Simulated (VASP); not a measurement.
# HfB in VASP: further runs

Runs on HfB. Level: PBEsol. Tasks: single point.

Program: VASP 6.6.1. These are calculated values, not measurements. Logs are shortened: lines on timing, memory, paths and dates and some standing lists are left out, and cuts for length are marked.

## 1. The cell of the first run

It takes space group Fm-3m (No. 225, cubic). Conventional cell: a = 4.459 Å, b = 4.459 Å, c = 4.459 Å, α = 90.00°, β = 90.00°, γ = 90.00°. Hf (site symmetry m-3m) has 6 B at 2.23 Å within 2.9 Å. B (site symmetry m-3m) has 6 Hf at 2.23 Å within 2.9 Å.

## 2. Single point, PBEsol (strained)

The input, INCAR:

```
PREC     = Accurate       # precision mode
ENCUT    = 520            # plane-wave cutoff, eV
EDIFF    = 1E-7           # SCF threshold, eV
ISMEAR   = 0              # smearing method
SIGMA    = 0.1            # smearing width, eV
LREAL    = False          # projectors in reciprocal space
LASPH    = True           # aspherical terms in the spheres
NELM     = 80             # most SCF steps
ALGO     = Normal         # electronic algorithm
ISIF     = 2              # what is computed and relaxed
LWAVE    = False          # write WAVECAR
LCHARG   = True           # write CHGCAR
GGA      = PS             # functional
LELF     = True           # ELF
LVHAR    = True         
NBANDS   = 14             # bands
```

The input, KPOINTS:

```
regular mesh
0
Gamma
  16 16 16
```

The input, POSCAR:

```
HfB
1.0
    0.0000000000      2.2295889000      2.2295889000
    2.2295889000      0.0000000000      2.2295889000
    2.2295889000      2.2295889000      0.0000000000
Hf B
1 1
Direct
    0.5000000000      0.5000000000      0.5000000000
    0.0000000000      0.0000000000      0.0000000000
```

Potentials or basis: VASP PAW PBE potentials, release 64 (Hf_pv, B).

Launch:

```console
> cat potpaw_PBE.64/Hf_pv/POTCAR potpaw_PBE.64/B/POTCAR > POTCAR
> mpirun -np 1 vasp_std > vasp.out
```

OUTCAR:

```text
PREC = Accurate
   ENCUT = 520
   EDIFF = 1E-7
   ISMEAR = 0
   LREAL = False
   LASPH = True
   NELM = 80
   ISIF = 2
   GGA = PS

 ion  position               nearest neighbor table
   1  0.500  0.500  0.500-   2 2.23   2 2.23   2 2.23   2 2.23   2 2.23   2 2.23
   2  0.000  0.000  0.000-   1 2.23   1 2.23   1 2.23   1 2.23   1 2.23   1 2.23

  LATTYP: Found a face centered cubic cell.
 ALAT       =     4.4591778000

  Lattice vectors:

 A1 = (   0.0000000000,   2.2295889000,   2.2295889000)
 A2 = (   2.2295889000,   0.0000000000,   2.2295889000)
 A3 = (   2.2295889000,   2.2295889000,   0.0000000000)

Analysis of symmetry for initial positions (statically):
=====================================================================
 Subroutine PRICEL returns:
 Original cell was already a primitive cell.

 Routine SETGRP: Setting up the symmetry group for a
 face centered cubic supercell.

 Subroutine GETGRP returns: Found 48 space group operations
 (whereof 48 operations were pure point group operations)
 out of a pool of 48 trial point group operations.

The static configuration has the point symmetry O_h .

Analysis of symmetry for dynamics (positions and initial velocities):
=====================================================================
 Subroutine PRICEL returns:
 Original cell was already a primitive cell.

 Routine SETGRP: Setting up the symmetry group for a
 face centered cubic supercell.

 Subroutine GETGRP returns: Found 48 space group operations
 (whereof 48 operations were pure point group operations)
 out of a pool of 48 trial point group operations.

The dynamic configuration has the point symmetry O_h .

 Subroutine INISYM returns: Found 48 space group operations
 (whereof 48 operations are pure point group operations),
 and found     1 'primitive' translations

----------------------------------------------------------------------------------------

                                     Primitive cell

  volume of cell :      22.1669

  direct lattice vectors                    reciprocal lattice vectors
     0.000000000  2.229588900  2.229588900    -0.224256588  0.224256588  0.224256588
     2.229588900  0.000000000  2.229588900     0.224256588 -0.224256588  0.224256588
     2.229588900  2.229588900  0.000000000     0.224256588  0.224256588 -0.224256588

  length of vectors
     3.153114861  3.153114861  3.153114861     0.388423805  0.388423805  0.388423805

  position of ions in fractional coordinates (direct lattice)
     0.500000000  0.500000000  0.500000000
     0.000000000  0.000000000  0.000000000

  ion indices of the primitive-cell ions
   primitive index   ion index
                 1           1
                 2           2

----------------------------------------------------------------------------------------

 KPOINTS: regular mesh

Automatic generation of k-mesh.
 Grid dimensions read from file:
 generate k-points for:   16   16   16

 Generating k-lattice:

  Cartesian coordinates                     Fractional coordinates (reciprocal lattice)
    -0.014016037  0.014016037  0.014016037     0.062500000  0.000000000  0.000000000
     0.014016037 -0.014016037  0.014016037     0.000000000  0.062500000  0.000000000
     0.014016037  0.014016037 -0.014016037     0.000000000  0.000000000  0.062500000

  Length of vectors
     0.024276488  0.024276488  0.024276488

  Shift w.r.t. Gamma in fractional coordinates (k-lattice)
     0.000000000  0.000000000  0.000000000

 Subroutine IBZKPT returns following result:
 ===========================================

 Found    145 irreducible k-points:

 Following reciprocal coordinates:
            Coordinates               Weight
  0.000000  0.000000  0.000000      1.000000
  0.062500  0.000000  0.000000      8.000000
  0.125000  0.000000  0.000000      8.000000
  0.187500  0.000000  0.000000      8.000000
  0.250000  0.000000  0.000000      8.000000
  0.312500  0.000000  0.000000      8.000000
[... 16 lines left out ...]
 -0.125000  0.062500  0.000000     24.000000
 -0.062500  0.062500  0.000000     12.000000
 [... further k-points ...]
   k-points           NKPTS =    145   k-points in BZ     NKDIM =    145   number of bands    NBANDS=     14
   number of dos      NEDOS =    301   number of ions     NIONS =      2
   total plane-waves  NPLWV =  13824
   dimension x,y,z NGX =    24 NGY =   24 NGZ =   24
   dimension x,y,z NGXF=    48 NGYF=   48 NGZF=   48
   ions per type =               1   1
   NGX,Y,Z   is equivalent  to a cutoff of  12.65, 12.65, 12.65 a.u.
   NGXF,Y,Z  is equivalent  to a cutoff of  25.31, 25.31, 25.31 a.u.
 SYSTEM =  unknown system
   PREC   = accura    normal or accurate (medium, high low for compatibility)
   ISTART =      0    job   : 0-new  1-cont  2-samecut
   ICHARG =      2    charge: 1-file 2-atom 10-const
   ISPIN  =      1    spin polarized calculation?
   LNONCOLLINEAR =      F non collinear calculations
   LSORBIT =      F    spin-orbit coupling
[... 25 lines left out ...]
  Fermi-wavevector in a.u.,A,eV,Ry     =   1.370317  2.589524 25.548607  1.877770
  Thomas-Fermi vector in A             =   2.496114
   LORBIT       =      0    0 simple, 1 ext, 2 COOP (PROOUT), +10 PAW based schemes
   GGA     = PS    functional components
   LHFCALC =     F    Hartree Fock is set to
   AEXX    =    0.0000 exact exchange contribution
   IVDW    =     0    specifies the selected vdW correction
   LEPSILON=     F    determine dielectric tensor
   LRPA    =     F    only Hartree local field effects (RPA)
 non-spin polarized calculation
 Gauss-broadening in eV      SIGMA  =   0.10
  energy-cutoff  :      520.00
  volume of cell :       22.17
 maximum number of plane-waves:       609
   NGX = 11   NGY = 11   NGZ = 11

 number of electron      12.9999999 magnetization

 Free energy of the ion-electron system (eV)
  ---------------------------------------------------
  ext. energy  EPLUGINS =         0.00000000
  ---------------------------------------------------
  free energy    TOTEN  =       -17.57881439 eV

  energy without entropy =      -17.57417181  energy(sigma->0) =      -17.57649310

 E-fermi :   5.7280     XC(G=0): -12.9176

 val. band max:        5.7267242121   @ k =   0.5000   0.2500   0.0000
 cond. band min:       5.7736227305   @ k =   0.3750   0.1875   0.0625
 fundamental gap:      0.0468985185
 Fermi energy:         5.7280320879

 k-point     1 :       0.0000    0.0000    0.0000
  band No.  band energies     occupation
      1     -21.9864      2.00000
      2     -21.9864      2.00000
      3     -21.9864      2.00000
      4      -4.1754      2.00000
      5       7.9433      0.00000
      6       7.9433      0.00000
      7       7.9433      0.00000
      8      10.0268      0.00000
      9      10.0268      0.00000
     10      10.0268      0.00000
     11      10.3081      0.00000
     12      10.3081      0.00000
     13      17.7810      0.00000
     14      20.4362      0.00000

 k-point     2 :       0.0625    0.0000    0.0000
  band No.  band energies     occupation
      1     -22.0315      2.00000
      2     -21.9907      2.00000
      3     -21.9907      2.00000
      4      -4.0428      2.00000
      5       7.5143      0.00000
      6       7.8860      0.00000
      7       7.8860      0.00000
      8       9.0567      0.00000
      9       9.0567      0.00000
     10      10.2732      0.00000
     11      11.5940      0.00000
     12      11.5940      0.00000
     13      18.1163      0.00000
     14      20.5531      0.00000

 k-point     3 :       0.1250    0.0000    0.0000
  band No.  band energies     occupation
      1     -22.1578      2.00000
      2     -22.0028      2.00000
      3     -22.0028      2.00000
      4      -3.6594      2.00000
      5       6.6280      0.00000
      6       7.2808      0.00000
      7       7.2808      0.00000
      8       8.8552      0.00000
      9       8.8552      0.00000
     10      10.6705      0.00000
     11      13.1661      0.00000
     12      13.1661      0.00000
     13      19.0611      0.00000
     14      20.8438      0.00000
[... 324 lines left out ...]
 k-point    23 :      -0.1250    0.0625    0.0000
  band No.  band energies     occupation
      1     -22.2304      2.00000
      2     -22.0450      2.00000
      3     -21.9969      2.00000
      4      -3.3735      2.00000
      5       6.2600      0.00000
      6       6.6936      0.00000
      7       6.7777      0.00000
      8       8.5037      0.00000
      9       9.7135      0.00000
     10      11.0623      0.00000
     11      13.0512      0.00000
     12      14.6679      0.00000
     13      19.7262      0.00000
     14      21.0325      0.00000

 k-point    24 :      -0.0625    0.0625    0.0000
  band No.  band energies     occupation
      1     -22.0933      2.00000
      2     -22.0163      2.00000
      3     -21.9892      2.00000
      4      -3.8269      2.00000
      5       7.1422      0.00000
      6       7.3065      0.00000
      7       7.8110      0.00000
      8       8.1317      0.00000
      9       9.4757      0.00000
     10      10.6645      0.00000
     11      11.8462      0.00000
     12      13.0502      0.00000
     13      18.6501      0.00000
     14      20.7352      0.00000

 [... further k-points ...]
[... 5 lines left out ...]
  --------------------------------------------------------------------------------------
  -------------------------------------------------------------------------------------
  Total        8.2354957      8.2354957      8.2354957     -0.0000000     -0.0000000      0.0000000
  in kB      595.2452689    595.2452689    595.2452689     -0.0000000     -0.0000000      0.0000000
  external PRESSURE =     595.2452689 kB  Pullay stress =       0.0000000 kB

 VOLUME and BASIS-vectors are now :
 -----------------------------------------------------------------------------
  energy-cutoff  :      520.00
  volume of cell :       22.17
      direct lattice vectors                 reciprocal lattice vectors
     0.000000000  2.229588900  2.229588900    -0.224256588  0.224256588  0.224256588
     2.229588900  0.000000000  2.229588900     0.224256588 -0.224256588  0.224256588
     2.229588900  2.229588900  0.000000000     0.224256588  0.224256588 -0.224256588

 POSITION                                       TOTAL-FORCE (eV/Angst)
 -----------------------------------------------------------------------------------
      2.22959      2.22959      2.22959         0.000000      0.000000      0.000000
      0.00000      0.00000      0.00000        -0.000000     -0.000000     -0.000000
 -----------------------------------------------------------------------------------
    total drift:                               -0.000000     -0.000000      0.000000

  FREE ENERGIE OF THE ION-ELECTRON SYSTEM (eV)
  ---------------------------------------------------
  free  energy   TOTEN  =       -17.5788143881 eV

  energy  without entropy=      -17.5741718089  energy(sigma->0) =      -17.57649310
```

Run time: 39 s. Hardware: 1 thread of AMD EPYC 7R13 (Zen 3), shared host; peak memory 0.14 GiB.

Results:

```yaml
Free_energy: -17.5788 eV
Pressure: 59.5 GPa
```

Caveat: the cell differs from its parent crystal (strained); the PAW data sets were made with another functional, which shifts forces and pressure a little; spin-orbit coupling is left out, which moves the levels of the heavy elements.

## 3. Single point, PBEsol (strained)

The input, INCAR:

```
  PREC = Accurate
  ENCUT = 520
  EDIFF = 1E-7
  ISMEAR = 0
  SIGMA = 0.1
  LREAL = False
  LASPH = True
  NELM = 60
  ALGO = Normal
  ISIF = 2
  LWAVE = False
  LCHARG = False
  GGA = PS
  NBANDS = 14
```

The input, KPOINTS:

```
Automatic mesh
0
Gamma
  14 14 14
```

The input, POSCAR:

```
HfB
1.0
    0.0000000000      2.2264011000      2.2264011000
    2.3650011000      0.0000000000      2.2264011000
    2.3650011000      2.2264011000      0.0000000000
Hf B
1 1
Direct
    0.5000000000      0.5000000000      0.5000000000
    0.0000000000      0.0000000000      0.0000000000
```

Potentials or basis: VASP PAW PBE potentials, release 64 (Hf_pv, B).

Launch:

```console
> cat potpaw_PBE.64/Hf_pv/POTCAR potpaw_PBE.64/B/POTCAR > POTCAR
> mpirun -np 1 vasp_std > vasp.out
```

Run time: 57 s. Hardware: 1 thread of AMD EPYC 7R13 (Zen 3), shared host; peak memory 0.17 GiB.

Results (log left out):

```yaml
Free_energy: -17.8651 eV
Pressure: 40.8 GPa
```

Stress tensor (GPa, compression positive):
```
17.40  0.00  0.00
 0.00 52.48  0.00
 0.00  0.00 52.48
```

Levels at points of the mesh, in eV from the Fermi level:
```csv
k point,band 4,band 5,band 6,band 7,band 8,band 9,band 10,band 11
"(0.00, 0.00, 0.00)",-9.72,1.68,2.47,2.47,3.82,3.84,4.31,4.31
"(0.50, 0.00, 0.00)",-5.21,-3.75,-1.64,-1.40,6.62,7.10,8.08,8.70
"(0.50, 0.50, 0.00)",-6.82,-1.31,-0.42,2.26,2.63,6.46,7.82,8.73
"(0.00, 0.50, 0.50)",-6.97,-1.24,-1.23,2.92,2.92,6.51,8.30,8.30
```

Caveat: the cell differs from its parent crystal (strained); the PAW data sets were made with another functional, which shifts forces and pressure a little; spin-orbit coupling is left out, which moves the levels of the heavy elements.

## 4. Single point, PBEsol (strained)

The input, INCAR:

```
SYSTEM = HfB
PREC     = Accurate       ! precision mode
ENCUT    = 520            ! plane-wave cutoff, eV
EDIFF    = 1E-6           ! SCF threshold, eV
ISMEAR   = 0              ! smearing method
SIGMA    = 0.1            ! smearing width, eV
LREAL    = .False.        ! projectors in reciprocal space
LASPH    = .True.         ! aspherical terms in the spheres
NELM     = 60             ! most SCF steps
ALGO     = Normal         ! electronic algorithm
ISIF     = 2              ! what is computed and relaxed
LWAVE    = .False.        ! write WAVECAR
LCHARG   = .False.        ! write CHGCAR
GGA      = PS             ! functional
NBANDS   = 14             ! bands
```

The input, KPOINTS:

```
regular mesh
0
Gamma
  14 14 14
  0 0 0
```

The input, POSCAR:

```
HfB
1.0
    0.0000000000      2.3697597000      2.3697597000
    2.3351097000      0.0000000000      2.3697597000
    2.3351097000      2.3697597000      0.0000000000
Hf B
1 1
Direct
    0.5000000000      0.5000000000      0.5000000000
    0.0000000000      0.0000000000      0.0000000000
```

Launch:

```console
> cat potpaw_PBE.64/Hf_pv/POTCAR potpaw_PBE.64/B/POTCAR > POTCAR
> mpirun -np 1 vasp_std > vasp.out
```

Run time: 96 s. Hardware: 1 thread of AMD EPYC 7R13 (Zen 3), shared host; peak memory 0.2 GiB.

The run converged. Its results:

- Free energy: -18.3665 eV
- Pressure: 9.4 GPa

Stress tensor (GPa, compression positive):
```
13.59  0.00  0.00
 0.00  7.35  0.00
 0.00  0.00  7.35
```

Levels at points of the mesh, in eV from the Fermi level:
```
           k point  band 5  band 6  band 7  band 8  band 9  band 10
(0.00, 0.00, 0.00)    2.02    2.02    2.19    3.78    3.78     3.87
(0.50, 0.00, 0.00)   -4.22   -1.30   -1.25    6.03    6.15     7.04
(0.50, 0.50, 0.00)   -1.14   -0.99    2.19    2.25    5.81     7.26
(0.00, 0.50, 0.50)   -1.01   -0.97    2.11    2.11    5.84     7.33
```

Caveat: the cell differs from its parent crystal (strained); the PAW data sets were made with another functional, which shifts forces and pressure a little; spin-orbit coupling is left out, which moves the levels of the heavy elements.

## 5. Single point, PBEsol

This run uses another cell than the first one, of 13.71 Å³/atom, 1.237 times its volume.

The input, INCAR:

```
PREC = Accurate
ENCUT = 520
EDIFF = 1E-6
ISMEAR = 0
SIGMA = 0.1
LREAL = F
LASPH = T
NELM = 80
ALGO = Normal
ISIF = 2
LWAVE = F
LCHARG = F
GGA = PS
NBANDS = 14
```

The input, KPOINTS:

```
Automatic mesh
0
Gamma
  8 8 8
```

The input, POSCAR:

```
HfB
1.0
    0.0000000000      2.3934782689      2.3934782689
    2.3934782689      0.0000000000      2.3934782689
    2.3934782689      2.3934782689      0.0000000000
Hf B
1 1
Direct
    0.5000000000      0.5000000000      0.5000000000
    0.0000000000      0.0000000000      0.0000000000
```

Launch:

```console
> cat potpaw_PBE.64/Hf_pv/POTCAR potpaw_PBE.64/B/POTCAR > POTCAR
> mpirun -np 1 vasp_std > vasp.out
```

It took 13 s on 1 thread of Intel Xeon 6975P-C, shared host; peak memory 0.16 GiB.

It converged, with:

```yaml
Free_energy: -18.4003 eV
Pressure: 0.4 GPa
```

Levels at points of the mesh, in eV from the Fermi level:
| k point | band 4 | band 5 | band 6 | band 7 | band 8 | band 9 | band 10 | band 11 |
| --- | --- | --- | --- | --- | --- | --- | --- | --- |
| (0.00, 0.00, 0.00) | -9.27 | 1.98 | 1.98 | 1.98 | 3.64 | 3.64 | 3.64 | 3.73 |
| (0.50, 0.00, 0.00) | -4.78 | -4.40 | -1.25 | -1.25 | 5.74 | 5.74 | 6.62 | 7.80 |
| (0.50, 0.50, 0.00) | -6.47 | -1.24 | -0.95 | 1.99 | 1.99 | 5.49 | 6.92 | 6.92 |

Caveat: the PAW data sets were made with another functional, which shifts forces and pressure a little; spin-orbit coupling is left out, which moves the levels of the heavy elements.

## 6. Single point, PBEsol

This run uses another cell than the first one, of 13.72 Å³/atom, 1.238 times its volume.

The input, INCAR:

```
SYSTEM = HfB
  PREC = Accurate
  ENCUT = 520
  EDIFF = 1E-6
  ISMEAR = 0
  SIGMA = 0.1
  LREAL = .FALSE.
  LASPH = .TRUE.
  NELM = 100
  ALGO = Normal
  ISIF = 2
  LWAVE = .FALSE.
  LCHARG = .FALSE.
  GGA = PS
  NBANDS = 14
```

The input, KPOINTS:

```
Automatic mesh
0
G
  16 16 16
  0 0 0
```

The input, POSCAR:

```
HfB
1.0
    0.0000000000      2.3939476695      2.3939476695
    2.3939476695      0.0000000000      2.3939476695
    2.3939476695      2.3939476695      0.0000000000
Hf B
1 1
Direct
    0.5000000000      0.5000000000      0.5000000000
    0.0000000000      0.0000000000      0.0000000000
```

Potentials or basis: VASP PAW PBE potentials, release 64 (Hf_pv, B).

Launch:

```console
> cat potpaw_PBE.64/Hf_pv/POTCAR potpaw_PBE.64/B/POTCAR > POTCAR
> mpirun -np 1 vasp_std > vasp.out
```

It took 56 s on 1 thread of Intel Xeon 6975P-C, shared host; peak memory 0.2 GiB.

It converged, with:

```yaml
Free_energy: -18.4115 eV
Pressure: 0.3 GPa
```

Levels at points of the mesh, in eV from the Fermi level:
| k point | band 4 | band 5 | band 6 | band 7 | band 8 | band 9 | band 10 | band 11 |
| --- | --- | --- | --- | --- | --- | --- | --- | --- |
| (0.00, 0.00, 0.00) | -9.21 | 2.04 | 2.04 | 2.04 | 3.69 | 3.69 | 3.69 | 3.80 |
| (0.50, 0.00, 0.00) | -4.72 | -4.35 | -1.19 | -1.19 | 5.80 | 5.80 | 6.67 | 7.86 |
| (0.50, 0.50, 0.00) | -6.41 | -1.18 | -0.88 | 2.05 | 2.05 | 5.55 | 6.98 | 6.98 |

Caveat: the PAW data sets were made with another functional, which shifts forces and pressure a little; spin-orbit coupling is left out, which moves the levels of the heavy elements.

## 7. The runs side by side

| cell | k mesh | gap on the mesh (eV) | pressure (GPa) |
| --- | --- | --- | --- |
| a = 3.153 Å, angles 60.0°, 2 atoms | 16 × 16 × 16 | none | 59.5 |
| a = 3.149, b = 3.248, c = 3.248 Å, angles 58.0, 61.0, 61.0°, 2 atoms | 14 × 14 × 14 | none | 40.8 |
| a = 3.351, b = 3.327, c = 3.327 Å, angles 60.5, 59.8, 59.8°, 2 atoms | 14 × 14 × 14 | none | 9.4 |
| a = 3.385 Å, angles 60.0°, 2 atoms | 8 × 8 × 8 | none | 0.4 |
| a = 3.386 Å, angles 60.0°, 2 atoms | 16 × 16 × 16 | none | 0.3 |

Alike in all rows: task single point; level PBEsol; potentials or basis VASP PAW PBE potentials, release 64 (Hf_pv, B); no spin polarisation; cutoff (eV) 520; smearing gaussian 0.1 eV.

Caveats: the PAW data sets were made with another functional, which shifts forces and pressure a little; spin-orbit coupling is left out, which moves the levels of the heavy elements.

Absolute energies hang on the potentials; compare differences alone.
